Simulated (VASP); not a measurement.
# TaN (R-3m) in VASP: further runs

TaN is run at these levels: PBEsol; tasks: single point.

All numbers are computed with VASP 6.6.1; they aren't measurements. Logs are shortened: lines on timing, memory, paths and dates and some standing lists are left out, and cuts for length are marked.

## (1) The cell of the first run

It takes space group R-3m (No. 166, trigonal). Conventional cell: a = 2.889 Å, b = 2.889 Å, c = 7.991 Å, α = 90.00°, β = 90.00°, γ = 120.00°. Within 2.9 Å of Ta (site symmetry -3m) lie 6 N at 2.13 Å and 6 Ta at 2.89 Å. N (site symmetry -3m) has 6 Ta at 2.13 Å and 6 N at 2.89 Å within 2.9 Å.

## (2) Single point, PBEsol (9.63 Å³/atom)

INCAR reads:

```
PREC = Accurate
ENCUT = 520
EDIFF = 1E-6
ISMEAR = 0
SIGMA = 0.15
LREAL = F
LASPH = T
NELM = 60
ALGO = Normal
ISIF = 2
LWAVE = F
LCHARG = F
GGA = PS
NBANDS = 15
```

KPOINTS reads:

```
regular mesh
0
Gamma
  20 20 20
```

POSCAR reads:

```
TaN
1.0
    0.1757090778      2.2188378901      2.2188378901
    2.2188378901      0.1757090778      2.2188378901
    2.2188378901      2.2188378901      0.1757090778
Ta N
1 1
Direct
    0.5000000000      0.5000000000      0.5000000000
    0.0000000000      0.0000000000      0.0000000000
```

Potentials or basis: VASP PAW PBE potentials, release 64 (Ta_pv, N).

The run is started by

```sh
$ cat potpaw_PBE.64/Ta_pv/POTCAR potpaw_PBE.64/N/POTCAR > POTCAR
$ mpirun -np 1 vasp_std > vasp.out
```

OUTCAR:

```text
PREC = Accurate
   ENCUT = 520
   EDIFF = 1E-6
   ISMEAR = 0
   LREAL = F
   LASPH = T
   NELM = 60
   ISIF = 2
   GGA = PS

 ion  position               nearest neighbor table
   1  0.500  0.500  0.500-   2 2.13   2 2.13   2 2.13   2 2.13   2 2.13   2 2.13
   2  0.000  0.000  0.000-   1 2.13   1 2.13   1 2.13   1 2.13   1 2.13   1 2.13

  LATTYP: Found a trigonal (rhomboedric) cell.
 ALAT       =     3.1428262512
 COS(alpha) =     0.5773793122

  Lattice vectors:

 A1 = (   0.1757090778,   2.2188378901,   2.2188378901)
 A2 = (   2.2188378901,   0.1757090778,   2.2188378901)
 A3 = (   2.2188378901,   2.2188378901,   0.1757090778)

Analysis of symmetry for initial positions (statically):
=====================================================================
 Subroutine PRICEL returns:
 Original cell was already a primitive cell.

 Routine SETGRP: Setting up the symmetry group for a
 trigonal (rhombohedral) supercell.

 Subroutine GETGRP returns: Found 12 space group operations
 (whereof 12 operations were pure point group operations)
 out of a pool of 12 trial point group operations.

The static configuration has the point symmetry D_3d.

Analysis of symmetry for dynamics (positions and initial velocities):
=====================================================================
 Subroutine PRICEL returns:
 Original cell was already a primitive cell.

 Routine SETGRP: Setting up the symmetry group for a
 trigonal (rhombohedral) supercell.

 Subroutine GETGRP returns: Found 12 space group operations
 (whereof 12 operations were pure point group operations)
 out of a pool of 12 trial point group operations.

The dynamic configuration has the point symmetry D_3d.

 Subroutine INISYM returns: Found 12 space group operations
 (whereof 12 operations are pure point group operations),
 and found     1 'primitive' translations

----------------------------------------------------------------------------------------

                                     Primitive cell

  volume of cell :      19.2580

  direct lattice vectors                    reciprocal lattice vectors
     0.175709078  2.218837890  2.218837890    -0.254043405  0.235401995  0.235401995
     2.218837890  0.175709078  2.218837890     0.235401995 -0.254043405  0.235401995
     2.218837890  2.218837890  0.175709078     0.235401995  0.235401995 -0.254043405

  length of vectors
     3.142826251  3.142826251  3.142826251     0.418767538  0.418767538  0.418767538

  position of ions in fractional coordinates (direct lattice)
     0.500000000  0.500000000  0.500000000
     0.000000000  0.000000000  0.000000000

  ion indices of the primitive-cell ions
   primitive index   ion index
                 1           1
                 2           2

----------------------------------------------------------------------------------------

 KPOINTS: regular mesh

Automatic generation of k-mesh.
 Grid dimensions read from file:
 generate k-points for:   20   20   20

 Generating k-lattice:

  Cartesian coordinates                     Fractional coordinates (reciprocal lattice)
    -0.012702170  0.011770100  0.011770100     0.050000000  0.000000000  0.000000000
     0.011770100 -0.012702170  0.011770100     0.000000000  0.050000000  0.000000000
     0.011770100  0.011770100 -0.012702170     0.000000000  0.000000000  0.050000000

  Length of vectors
     0.020938377  0.020938377  0.020938377

  Shift w.r.t. Gamma in fractional coordinates (k-lattice)
     0.000000000  0.000000000  0.000000000

 Subroutine IBZKPT returns following result:
 ===========================================

 Found    781 irreducible k-points:

 Following reciprocal coordinates:
            Coordinates               Weight
  0.000000  0.000000  0.000000      1.000000
  0.050000 -0.000000 -0.000000      6.000000
  0.100000 -0.000000 -0.000000      6.000000
  0.150000  0.000000 -0.000000      6.000000
  0.200000 -0.000000 -0.000000      6.000000
  0.250000  0.000000  0.000000      6.000000
[... 16 lines left out ...]
 -0.400000  0.050000  0.000000     12.000000
 -0.350000  0.050000  0.000000     12.000000
 [... further k-points ...]
   k-points           NKPTS =    781   k-points in BZ     NKDIM =    781   number of bands    NBANDS=     15
   number of dos      NEDOS =    301   number of ions     NIONS =      2
   total plane-waves  NPLWV =  13824
   dimension x,y,z NGX =    24 NGY =   24 NGZ =   24
   dimension x,y,z NGXF=    48 NGYF=   48 NGZF=   48
   ions per type =               1   1
   NGX,Y,Z   is equivalent  to a cutoff of  12.70, 12.70, 12.70 a.u.
   NGXF,Y,Z  is equivalent  to a cutoff of  25.39, 25.39, 25.39 a.u.
 SYSTEM =  unknown system
   PREC   = accura    normal or accurate (medium, high low for compatibility)
   ISTART =      0    job   : 0-new  1-cont  2-samecut
   ICHARG =      2    charge: 1-file 2-atom 10-const
   ISPIN  =      1    spin polarized calculation?
   LNONCOLLINEAR =      F non collinear calculations
   LSORBIT =      F    spin-orbit coupling
   LASPH  =      T    aspherical Exc in radial PAW
   ENCUT  =  520.0 eV  38.22 Ry    6.18 a.u.   5.84  5.84  5.84*2*pi/ulx,y,z
   NELM   =     60;   NELMIN=  2; NELMDL= -5     # of ELM steps
   EDIFF  = 0.1E-05   stopping-criterion for ELM
   LREAL  =      F    real-space projection
   EDIFFG = 0.1E-04   stopping-criterion for IOM
   NSW    =      0    number of steps for IOM
   IBRION =     -1    ionic relax: 0-MD 1-quasi-New 2-CG
   NFREE  =      0    steps in history (QN), initial steepest desc. (CG)
   ISIF   =      2    stress and relaxation
   ISYM   =      2    0-nonsym 1-usesym 2-fastsym
   POTIM  = 0.5000    time-step for ionic-motion
   TEBEG  =    0.0;   TEEND  =   0.0 temperature during run
   PSTRESS=    0.0 pullay stress
   NELECT =      16.0000    total number of electrons
   NUPDOWN=      -1.0000    fix difference up-down
   EMIN   =  10.00;   EMAX   =-10.00  energy-range for DOS
   EFERMI =   0.00;   METHOD = LEGACY
   ISMEAR =     0;   SIGMA  =   0.15  broadening in eV -4-tet -1-fermi 0-gaus
   EFERMI_NEDOS =   21; number of points for ismear=-14 and -15
   IALGO  =     38    algorithm
   IMIX   =      4    mixing-type and parameters
     AMIX     =   0.40;   BMIX     =  1.00
     AMIX_MAG =   1.60;   BMIX_MAG =  1.00
  volume/ion in A,a.u.               =       9.63        64.98
  Fermi-wavevector in a.u.,A,eV,Ry     =   1.539021  2.908327 32.226547  2.368584
  Thomas-Fermi vector in A             =   2.645307
   LORBIT       =      0    0 simple, 1 ext, 2 COOP (PROOUT), +10 PAW based schemes
   GGA     = PS    functional components
   LHFCALC =     F    Hartree Fock is set to
   AEXX    =    0.0000 exact exchange contribution
   IVDW    =     0    specifies the selected vdW correction
   LEPSILON=     F    determine dielectric tensor
   LRPA    =     F    only Hartree local field effects (RPA)
 non-spin polarized calculation
 Gauss-broadening in eV      SIGMA  =   0.15
  energy-cutoff  :      520.00
  volume of cell :       19.26
 maximum number of plane-waves:       541
   NGX = 11   NGY = 11   NGZ = 11

 number of electron      16.0000000 magnetization

 Free energy of the ion-electron system (eV)
  ---------------------------------------------------
  ext. energy  EPLUGINS =         0.00000000
  ---------------------------------------------------
  free energy    TOTEN  =       -22.94138963 eV

  energy without entropy =      -22.93336626  energy(sigma->0) =      -22.93737794

 E-fermi :  10.3318     XC(G=0): -14.1430

 val. band max:       10.3283733688   @ k =  -0.3000   0.2000  -0.0000
 cond. band min:      10.3330336893   @ k =  -0.4500   0.1500   0.1500
 fundamental gap:      0.0046603206
 Fermi energy:        10.3318069343

 k-point     1 :       0.0000    0.0000    0.0000
  band No.  band energies     occupation
      1     -25.2306      2.00000
      2     -24.8662      2.00000
      3     -24.8662      2.00000
      4      -9.0739      2.00000
      5       6.0275      2.00000
      6       6.6123      2.00000
      7       6.8453      2.00000
      8       6.8453      2.00000
      9       8.6352      2.00000
     10       8.6352      2.00000
     11      10.8653      0.00000
     12      10.8653      0.00000
     13      13.3626      0.00000
     14      20.1449      0.00000
     15      23.0962      0.00000

 k-point     2 :       0.0500   -0.0000   -0.0000
  band No.  band energies     occupation
      1     -25.2327      2.00000
      2     -24.9038      2.00000
      3     -24.8717      2.00000
      4      -8.9960      2.00000
      5       5.7130      2.00000
      6       6.4034      2.00000
      7       6.6056      2.00000
      8       6.8848      2.00000
      9       8.7304      2.00000
     10       8.7424      2.00000
     11      11.1612      0.00000
     12      11.1729      0.00000
     13      13.5629      0.00000
     14      20.4041      0.00000
     15      23.0959      0.00000

 k-point     3 :       0.1000   -0.0000   -0.0000
  band No.  band energies     occupation
      1     -25.2414      2.00000
      2     -25.0089      2.00000
      3     -24.8876      2.00000
      4      -8.7687      2.00000
      5       5.0700      2.00000
      6       5.6311      2.00000
      7       6.0468      2.00000
      8       7.2010      2.00000
      9       8.9215      2.00000
     10       9.0075      2.00000
     11      11.9209      0.00000
     12      11.9381      0.00000
     13      14.1015      0.00000
     14      21.1365      0.00000
     15      23.0956      0.00000

 k-point     4 :       0.1500    0.0000   -0.0000
  band No.  band energies     occupation
      1     -25.2788      2.00000
      2     -25.1442      2.00000
      3     -24.9123      2.00000
      4      -8.4106      2.00000
      5       4.3388      2.00000
      6       4.6492      2.00000
      7       5.3881      2.00000
      8       7.6685      2.00000
      9       9.0795      2.00000
     10       9.4550      2.00000
     11      12.9354      0.00000
     12      12.9427      0.00000
     13      14.8403      0.00000
     14      22.2131      0.00000
     15      23.0949      0.00000
[... 307 lines left out ...]
 k-point    22 :      -0.4500    0.0500    0.0000
  band No.  band energies     occupation
      1     -26.2738      2.00000
      2     -25.2415      2.00000
      3     -25.1069      2.00000
      4      -5.3593      2.00000
      5      -0.5094      2.00000
      6       1.4900      2.00000
      7       2.8128      2.00000
      8      10.5355      0.05484
      9      13.3680      0.00000
     10      14.2956      0.00000
     11      15.4899      0.00000
     12      18.7407      0.00000
     13      19.4711      0.00000
     14      22.3301      0.00000
     15      23.0428      0.00000

 k-point    23 :      -0.4000    0.0500    0.0000
  band No.  band energies     occupation
      1     -26.2095      2.00000
      2     -25.2362      2.00000
      3     -25.0966      2.00000
      4      -5.6439      2.00000
      5      -0.1520      2.00000
      6       1.6227      2.00000
      7       2.9667      2.00000
      8      10.1798      1.84822
      9      12.5185      0.00000
     10      14.0355      0.00000
     11      16.0393      0.00000
     12      18.0428      0.00000
     13      19.0982      0.00000
     14      23.0135      0.00000
     15      23.1564      0.00000

 k-point    24 :      -0.3500    0.0500    0.0000
  band No.  band energies     occupation
      1     -26.0902      2.00000
      2     -25.2305      2.00000
      3     -25.0761      2.00000
      4      -6.0955      2.00000
      5       0.4515      2.00000
      6       1.8797      2.00000
      7       3.2356      2.00000
      8       9.7607      2.00000
      9      11.4997      0.00000
     10      13.3492      0.00000
     11      16.3683      0.00000
     12      17.3384      0.00000
     13      18.3928      0.00000
     14      23.0494      0.00000
     15      23.8742      0.00000

 [... further k-points ...]

------------------------ aborting loop because EDIFF is reached ----------------------------------------

  FORCE on cell =-STRESS in cart. coord.  units (eV):
  Direction    XX          YY          ZZ          XY          YZ          ZX
  --------------------------------------------------------------------------------------
  -------------------------------------------------------------------------------------
  Total        4.5952292      4.5952292      4.5952292     -0.6829590     -0.6829590     -0.6829590
  in kB      382.3020105    382.3020105    382.3020105    -56.8190573    -56.8190573    -56.8190573
  external PRESSURE =     382.3020105 kB  Pullay stress =       0.0000000 kB

 VOLUME and BASIS-vectors are now :
 -----------------------------------------------------------------------------
  energy-cutoff  :      520.00
  volume of cell :       19.26
      direct lattice vectors                 reciprocal lattice vectors
     0.175709078  2.218837890  2.218837890    -0.254043405  0.235401995  0.235401995
     2.218837890  0.175709078  2.218837890     0.235401995 -0.254043405  0.235401995
     2.218837890  2.218837890  0.175709078     0.235401995  0.235401995 -0.254043405

 POSITION                                       TOTAL-FORCE (eV/Angst)
 -----------------------------------------------------------------------------------
      2.30669      2.30669      2.30669         0.000000      0.000000     -0.000000
      0.00000      0.00000      0.00000        -0.000000     -0.000000      0.000000
 -----------------------------------------------------------------------------------
    total drift:                                0.000000     -0.000000     -0.000000

  FREE ENERGIE OF THE ION-ELECTRON SYSTEM (eV)
  ---------------------------------------------------
  free  energy   TOTEN  =       -22.9413896252 eV

  energy  without entropy=      -22.9333662584  energy(sigma->0) =      -22.93737794
```

It took 88 s on 1 thread of Intel Xeon Platinum 8559C (Emerald Rapids), shared host; peak memory 0.33 GiB.

What came out:

```yaml
Free_energy: -22.9414 eV
Pressure: 38.2 GPa
Band_gap_on_the_k_mesh: zero (bands 8 and 9 overlap by 3.33 eV)
```

Caveat: the cell stands under pressure; the PAW data sets were made with another functional, which shifts forces and pressure a little; spin-orbit coupling is left out, which moves the levels of the heavy elements.

## (3) Single point, PBEsol (9.91 Å³/atom)

This run uses another cell than the first one, of 9.91 Å³/atom.

INCAR is that of step 2.

KPOINTS reads:

```
Automatic mesh
0
Gamma
  20 20 20
```

POSCAR reads:

```
TaN
1.0
   -0.2531656777      2.0289768493      2.0289768493
    2.0289768493     -0.2531656777      2.0289768493
    2.0289768493      2.0289768493     -0.2531656777
Ta N
1 1
Direct
    0.5000000000      0.5000000000      0.5000000000
    0.0000000000      0.0000000000      0.0000000000
```

Potentials or basis: VASP PAW PBE potentials, release 64 (Ta_pv, N).

The run is started by

```sh
$ cat potpaw_PBE.64/Ta_pv/POTCAR potpaw_PBE.64/N/POTCAR > POTCAR
$ mpirun -np 1 vasp_std > vasp.out
```

Run time: 80 s. Hardware: 1 thread of Intel Xeon Platinum 8559C (Emerald Rapids), shared host; peak memory 0.34 GiB.

It converged, with:

| Quantity | Value |
| --- | --- |
| Free energy | -22.8853 eV |
| Pressure | 24.0 GPa |
| Band gap on the k mesh | zero (bands 8 and 9 overlap by 6.26 eV) |

Stress tensor (GPa, compression positive):
```
24.04 11.55 11.55
11.55 24.04 11.55
11.55 11.55 24.04
```

Levels at points of the mesh, in eV from the Fermi level:
```
           k point  band 4  band 5  band 6  band 7  band 8  band 9  band 10  band 11  band 12  band 13
(0.00, 0.00, 0.00)  -19.05   -3.79   -3.79   -3.30   -3.30   -2.97    -0.54     0.80     0.80     3.63
(0.50, 0.00, 0.00)  -15.65  -10.69   -8.05   -6.17    0.36    0.67     4.90     5.06     7.60     8.43
(0.50, 0.50, 0.00)  -17.61   -6.53   -5.68   -4.93   -3.75    2.06     2.94     4.99     5.11     9.11
(0.50, 0.50, 0.50)  -15.13  -10.51   -8.79   -8.79    3.10    3.80     3.80     4.08     9.20     9.20
```

Caveat: the cell stands under pressure; the PAW data sets were made with another functional, which shifts forces and pressure a little; spin-orbit coupling is left out, which moves the levels of the heavy elements.
